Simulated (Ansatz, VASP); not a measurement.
**One calculation of Sr, two programs**

INCAR

```
PREC = Accurate
ENCUT = 600
EDIFF = 1E-6
ISMEAR = -1
SIGMA = 0.08
LREAL = F
LASPH = T
NELM = 100
ALGO = Normal
ISIF = 3
LWAVE = F
LCHARG = F
GGA = PE
IBRION = 2
NSW = 100
EDIFFG = -0.005
```

File KPOINTS:

```
Automatic mesh
0
Gamma
  11 11 6
```

Contents of POSCAR:

```
Sr
1.0
    3.6234121306      0.0000000000      0.0000000000
   -1.8117060653      3.1379669535      0.0000000000
    0.0000000000      0.0000000000      5.8699276516
Sr
2
Direct
    0.3333333333      0.6666666667      0.2500000000
    0.6666666667      0.3333333333      0.7500000000
```

Input for Ansatz:

```yaml
crystal:
  lattice:
    - [3.6234121306, 0.0, 0.0]
    - [-1.8117060653, 3.1379669535, 0.0]
    - [0.0, 0.0, 5.8699276516]
  atoms:
    - { symbol: Sr, position: [0.3333333333, 0.6666666667, 0.25] }
    - { symbol: Sr, position: [0.6666666667, 0.3333333333, 0.75] }
kpoints:
  mp_grid: { grid: [11, 11, 6] }
scf:
  occupations: { method: fermi_dirac, width: 0.08 }
hamiltonian:
  xc: pbe
  pseudopotentials: { kind: paw }
output:
  forces: true
  stress: true
relax:
  f_tol: 0.005
  max_steps: 80
  cell: {}
```

Alike in both runs: task relaxation of cell and atoms; functional PBE; k mesh 11 × 11 × 6; occupations fermi-dirac, width 0.08 eV; no spin polarisation.

|  | VASP | Ansatz |
| --- | --- | --- |
| version | VASP 6.6.1 | Ansatz 0.2.0 |
| potentials or method | VASP PAW PBE potentials, release 64 (Sr_sv) | PAW with Ansatz's default frozen-core files, scalar-relativistic |
| plane-wave cutoff (eV) | 600 | 420 |
| valence electrons in the cell | 20 | 20 |

VASP gave:

```
relaxed volume (Å³/atom)                                     : 55.19
relaxed cell length with the largest relative difference (Å) : 4.267
```

Q: Which values does Ansatz return?

A: Relaxed volume (Å³/atom): 55.25; relaxed cell length with the largest relative difference (Å): 4.270.

Noted on VASP's run: the volume moved by over 15 % at a fixed basis, so the end points are rough.
